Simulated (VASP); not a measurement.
# Hg (P6/mmm) in VASP: a series of runs

The runs below take Hg through single point, with PBEsol.

Program: VASP 6.6.1. These are calculated values, not measurements. Logs are shortened: lines on timing, memory, paths and dates and some standing lists are left out, and cuts for length are marked.

## (1) The cell of the first run

Symmetry: P6/mmm, No. 191, hexagonal system. Conventional cell: a = 2.629 Å, b = 2.629 Å, c = 2.535 Å, α = 90.00°, β = 90.00°, γ = 120.00°. Within 3.3 Å of Hg (site symmetry 6/mmm) lie 8 Hg at 2.54 to 2.63 Å.

## (2) Single point, PBEsol

INCAR reads:

```
PREC     = Accurate       # precision mode
ENCUT    = 520            # plane-wave cutoff, eV
EDIFF    = 1E-6           # SCF threshold, eV
ISMEAR   = -1             # smearing method
SIGMA    = 0.08           # smearing width, eV
LREAL    = F              # projectors in reciprocal space
LASPH    = T              # aspherical terms in the spheres
NELM     = 60             # most SCF steps
ALGO     = Normal         # electronic algorithm
ISIF     = 2              # what is computed and relaxed
LWAVE    = F              # write WAVECAR
LCHARG   = T              # write CHGCAR
GGA      = PS             # functional
LELF     = T              # ELF
LVHAR    = T            
NBANDS   = 12             # bands
```

KPOINTS reads:

```
Automatic mesh
0
Gamma
  17 17 15
```

POSCAR reads:

```
Hg
1.0
    2.6294497126      0.0000000000      0.0000000000
   -1.3147248563      2.2771702491      0.0000000000
    0.0000000000      0.0000000000      2.5352275928
Hg
1
Direct
    0.0000000000      0.0000000000      0.0000000000
```

Potentials or basis: VASP PAW PBE potentials, release 64 (Hg).

Run with:

```
> cat potpaw_PBE.64/Hg/POTCAR > POTCAR
> mpirun -np 1 vasp_std > vasp.out
```

OUTCAR:

```text
PREC = Accurate
   ENCUT = 520
   EDIFF = 1E-6
   ISMEAR = -1
   LREAL = F
   LASPH = T
   NELM = 60
   ISIF = 2
   GGA = PS

 ion  position               nearest neighbor table
   1  0.000  0.000  0.000-

  LATTYP: Found a hexagonal cell.
 ALAT       =     2.6294497126
 C/A-ratio  =     0.9641666013

  Lattice vectors:

 A1 = (   2.6294497126,   0.0000000000,   0.0000000000)
 A2 = (  -1.3147248563,   2.2771702491,   0.0000000000)
 A3 = (   0.0000000000,   0.0000000000,   2.5352275928)

Analysis of symmetry for initial positions (statically):
=====================================================================
 Subroutine PRICEL returns:
 Original cell was already a primitive cell.

 Routine SETGRP: Setting up the symmetry group for a
 hexagonal supercell.

 Subroutine GETGRP returns: Found 24 space group operations
 (whereof 24 operations were pure point group operations)
 out of a pool of 24 trial point group operations.

The static configuration has the point symmetry D_6h.

Analysis of symmetry for dynamics (positions and initial velocities):
=====================================================================
 Subroutine PRICEL returns:
 Original cell was already a primitive cell.

 Routine SETGRP: Setting up the symmetry group for a
 hexagonal supercell.

 Subroutine GETGRP returns: Found 24 space group operations
 (whereof 24 operations were pure point group operations)
 out of a pool of 24 trial point group operations.

The dynamic configuration has the point symmetry D_6h.

 Subroutine INISYM returns: Found 24 space group operations
 (whereof 24 operations are pure point group operations),
 and found     1 'primitive' translations

----------------------------------------------------------------------------------------

                                     Primitive cell

  volume of cell :      15.1802

  direct lattice vectors                    reciprocal lattice vectors
     2.629449713  0.000000000  0.000000000     0.380307710  0.219570759  0.000000000
    -1.314724856  2.277170249  0.000000000     0.000000000  0.439141518  0.000000000
     0.000000000  0.000000000  2.535227593     0.000000000  0.000000000  0.394441904

  length of vectors
     2.629449713  2.629449713  2.535227593     0.439141518  0.439141518  0.394441904

  position of ions in fractional coordinates (direct lattice)
     0.000000000  0.000000000  0.000000000

  ion indices of the primitive-cell ions
   primitive index   ion index
                 1           1

----------------------------------------------------------------------------------------

 KPOINTS: Automatic mesh

Automatic generation of k-mesh.
 Grid dimensions read from file:
 generate k-points for:   17   17   15

 Generating k-lattice:

  Cartesian coordinates                     Fractional coordinates (reciprocal lattice)
     0.022371042  0.012915927  0.000000000     0.058823529  0.000000000  0.000000000
     0.000000000  0.025831854  0.000000000     0.000000000  0.058823529  0.000000000
     0.000000000  0.000000000  0.026296127     0.000000000  0.000000000  0.066666667

  Length of vectors
     0.025831854  0.025831854  0.026296127

  Shift w.r.t. Gamma in fractional coordinates (k-lattice)
     0.000000000  0.000000000  0.000000000

 Subroutine IBZKPT returns following result:
 ===========================================

 Found    264 irreducible k-points:

 Following reciprocal coordinates:
            Coordinates               Weight
  0.000000  0.000000  0.000000      1.000000
  0.058824  0.000000  0.000000      6.000000
  0.117647  0.000000  0.000000      6.000000
  0.176471  0.000000  0.000000      6.000000
  0.235294  0.000000  0.000000      6.000000
  0.294118  0.000000  0.000000      6.000000
[... 16 lines left out ...]
  0.411765  0.117647  0.000000     12.000000
  0.176471  0.176471  0.000000      6.000000
 [... further k-points ...]
   k-points           NKPTS =    264   k-points in BZ     NKDIM =    264   number of bands    NBANDS=     12
   number of dos      NEDOS =    301   number of ions     NIONS =      1
   total plane-waves  NPLWV =   8000
   dimension x,y,z NGX =    20 NGY =   20 NGZ =   20
   dimension x,y,z NGXF=    40 NGYF=   40 NGZF=   40
   ions per type =               1
   NGX,Y,Z   is equivalent  to a cutoff of  12.64, 12.64, 13.11 a.u.
   NGXF,Y,Z  is equivalent  to a cutoff of  25.29, 25.29, 26.23 a.u.
 SYSTEM =  unknown system
   PREC   = accura    normal or accurate (medium, high low for compatibility)
   ISTART =      0    job   : 0-new  1-cont  2-samecut
   ICHARG =      2    charge: 1-file 2-atom 10-const
   ISPIN  =      1    spin polarized calculation?
   LNONCOLLINEAR =      F non collinear calculations
   LSORBIT =      F    spin-orbit coupling
   LASPH  =      T    aspherical Exc in radial PAW
   ENCUT  =  520.0 eV  38.22 Ry    6.18 a.u.   4.89  4.89  4.71*2*pi/ulx,y,z
   NELM   =     60;   NELMIN=  2; NELMDL= -5     # of ELM steps
   EDIFF  = 0.1E-05   stopping-criterion for ELM
   LREAL  =      F    real-space projection
   EDIFFG = 0.1E-04   stopping-criterion for IOM
   NSW    =      0    number of steps for IOM
   IBRION =     -1    ionic relax: 0-MD 1-quasi-New 2-CG
   NFREE  =      0    steps in history (QN), initial steepest desc. (CG)
   ISIF   =      2    stress and relaxation
   ISYM   =      2    0-nonsym 1-usesym 2-fastsym
   POTIM  = 0.5000    time-step for ionic-motion
   TEBEG  =    0.0;   TEEND  =   0.0 temperature during run
   PSTRESS=    0.0 pullay stress
   NELECT =      12.0000    total number of electrons
   NUPDOWN=      -1.0000    fix difference up-down
   EMIN   =  10.00;   EMAX   =-10.00  energy-range for DOS
   EFERMI =   0.00;   METHOD = LEGACY
   ISMEAR =    -1;   SIGMA  =   0.08  broadening in eV -4-tet -1-fermi 0-gaus
   EFERMI_NEDOS =   21; number of points for ismear=-14 and -15
   IALGO  =     38    algorithm
   IMIX   =      4    mixing-type and parameters
     AMIX     =   0.40;   BMIX     =  1.00
     AMIX_MAG =   1.60;   BMIX_MAG =  1.00
  volume/ion in A,a.u.               =      15.18       102.44
  Fermi-wavevector in a.u.,A,eV,Ry     =   1.513710  2.860498 31.175291  2.291319
  Thomas-Fermi vector in A             =   2.623465
   LORBIT       =      0    0 simple, 1 ext, 2 COOP (PROOUT), +10 PAW based schemes
   GGA     = PS    functional components
   LHFCALC =     F    Hartree Fock is set to
   AEXX    =    0.0000 exact exchange contribution
   IVDW    =     0    specifies the selected vdW correction
   LEPSILON=     F    determine dielectric tensor
   LRPA    =     F    only Hartree local field effects (RPA)
 non-spin polarized calculation
  energy-cutoff  :      520.00
  volume of cell :       15.18
 maximum number of plane-waves:       423
 NGX is ok and might be reduce to    20
   NGX =  9   NGY =  9   NGZ =  9

 number of electron      12.0000002 magnetization

 Free energy of the ion-electron system (eV)
  ---------------------------------------------------
  ext. energy  EPLUGINS =         0.00000000
  ---------------------------------------------------
  free energy    TOTEN  =         1.13684799 eV

  energy without entropy =        1.14480284  energy(sigma->0) =        1.14082542

 E-fermi :   7.9181     XC(G=0): -13.5372

 val. band max:        7.9084043575   @ k =   0.2353   0.2353   0.4667
 cond. band min:       7.9258498923   @ k =   0.3529   0.2353   0.0000
 fundamental gap:      0.0174455348
 Fermi energy:         7.9181381573

 k-point     1 :       0.0000    0.0000    0.0000
  band No.  band energies     occupation
      1      -6.4962      2.00000
      2      -4.4926      2.00000
      3      -2.0311      2.00000
      4      -2.0311      2.00000
      5       1.0784      2.00000
      6       1.0784      2.00000
      7      19.4096      0.00000
      8      21.7227      0.00000
      9      26.1848      0.00000
     10      26.1848      0.00000
     11      26.8025      0.00000
     12      32.1257      0.00000

 k-point     2 :       0.0588    0.0000    0.0000
  band No.  band energies     occupation
      1      -6.3579      2.00000
      2      -4.4530      2.00000
      3      -2.0943      2.00000
      4      -1.9354      2.00000
      5       0.9985      2.00000
      6       1.0634      2.00000
      7      19.6324      0.00000
      8      21.7923      0.00000
      9      24.8063      0.00000
     10      25.6817      0.00000
     11      27.3380      0.00000
     12      32.6829      0.00000

 k-point     3 :       0.1176    0.0000    0.0000
  band No.  band energies     occupation
      1      -5.9631      2.00000
      2      -4.3365      2.00000
      3      -2.2517      2.00000
      4      -1.6547      2.00000
      5       0.7762      2.00000
      6       1.0207      2.00000
      7      20.2777      0.00000
      8      21.3787      0.00000
      9      23.3502      0.00000
     10      24.5252      0.00000
     11      27.4827      0.00000
     12      33.6544      0.00000
[... 286 lines left out ...]
 k-point    23 :       0.4118    0.1176    0.0000
  band No.  band energies     occupation
      1      -4.2406      2.00000
      2      -3.6202      2.00000
      3      -0.7997      2.00000
      4       0.1762      2.00000
      5       0.4739      2.00000
      6       4.4536      2.00000
      7       7.6216      1.95206
      8      15.6754      0.00000
      9      24.6845      0.00000
     10      28.1516      0.00000
     11      28.2606      0.00000
     12      32.8226      0.00000

 k-point    24 :       0.1765    0.1765    0.0000
  band No.  band energies     occupation
      1      -4.1410      2.00000
      2      -3.1582      2.00000
      3      -3.0015      2.00000
      4      -0.2175      2.00000
      5       0.6520      2.00000
      6       0.8885      2.00000
      7      14.9893      0.00000
      8      16.9831      0.00000
      9      24.4550      0.00000
     10      25.7960      0.00000
     11      28.6547      0.00000
     12      34.3444      0.00000

 [... further k-points ...]

------------------------ aborting loop because EDIFF is reached ----------------------------------------

  FORCE on cell =-STRESS in cart. coord.  units (eV):
  Direction    XX          YY          ZZ          XY          YZ          ZX
  --------------------------------------------------------------------------------------
  -------------------------------------------------------------------------------------
  Total        9.5850534      9.5850534      9.5868891     -0.0000000     -0.0000000     -0.0000000
  in kB     1011.6442034   1011.6442034   1011.8379474     -0.0000000     -0.0000000     -0.0000000
  external PRESSURE =    1011.7087847 kB  Pullay stress =       0.0000000 kB

 VOLUME and BASIS-vectors are now :
 -----------------------------------------------------------------------------
  energy-cutoff  :      520.00
  volume of cell :       15.18
      direct lattice vectors                 reciprocal lattice vectors
     2.629449713  0.000000000  0.000000000     0.380307710  0.219570759  0.000000000
    -1.314724856  2.277170249  0.000000000     0.000000000  0.439141518  0.000000000
     0.000000000  0.000000000  2.535227593     0.000000000  0.000000000  0.394441904

 POSITION                                       TOTAL-FORCE (eV/Angst)
 -----------------------------------------------------------------------------------
      0.00000      0.00000      0.00000        -0.000000      0.000000      0.000000
 -----------------------------------------------------------------------------------
    total drift:                               -0.000000      0.000000      0.000000

  FREE ENERGIE OF THE ION-ELECTRON SYSTEM (eV)
  ---------------------------------------------------
  free  energy   TOTEN  =         1.1368479943 eV

  energy  without entropy=        1.1448028389  energy(sigma->0) =        1.14082542
```

Wall time 15 s (1 thread of Intel Xeon 6975P-C (Granite Rapids), shared host); peak memory 0.16 GiB.

What came out:

```yaml
Free_energy: 1.1368 eV
Pressure: 101.2 GPa
Band_gap_on_the_k_mesh: zero (bands 6 and 7 overlap by 5.12 eV)
```

Caveat: the cell stands under pressure; the PAW data sets were made with another functional, which shifts forces and pressure a little; spin-orbit coupling is left out, which moves the levels of the heavy elements.

## (3) Single point, PBEsol

INCAR reads:

```
PREC = Accurate ; ENCUT = 520
EDIFF = 1E-6 ; ISMEAR = -1
SIGMA = 0.08 ; LREAL = False
LASPH = True ; NELM = 60
ALGO = Normal ; ISIF = 2
LWAVE = False ; LCHARG = False
GGA = PS ; NBANDS = 12
```

KPOINTS is that of step 2.

POSCAR reads:

```
Hg
1.0
    2.6294798552      0.0000000001      0.0000000000
   -1.3147399276      2.2771963533      0.0000000000
    0.0000000000      0.0000000000      2.5354084064
Hg
1
Direct
    0.0000000000      0.0000000000      0.0000000000
```

Potentials or basis: VASP PAW PBE potentials, release 64 (Hg).

Run with:

```
> cat potpaw_PBE.64/Hg/POTCAR > POTCAR
> mpirun -np 1 vasp_std > vasp.out
```

Wall time 15 s (1 thread of Intel Xeon 6975P-C (Granite Rapids), shared host); peak memory 0.16 GiB.

The run converged. Its results:

| Quantity | Value |
| --- | --- |
| Free energy | 1.1359 eV |
| Pressure | 101.1 GPa |
| Band gap on the k mesh | zero (bands 6 and 7 overlap by 5.12 eV) |

Levels at points of the mesh, in eV from the Fermi level:
```
           k point  band 3  band 4  band 5  band 6  band 7  band 8  band 9  band 10
(0.00, 0.00, 0.00)   -9.95   -9.95   -6.84   -6.84   11.49   13.81   18.27    18.27
```

Caveat: the cell stands under pressure; the PAW data sets were made with another functional, which shifts forces and pressure a little; spin-orbit coupling is left out, which moves the levels of the heavy elements.
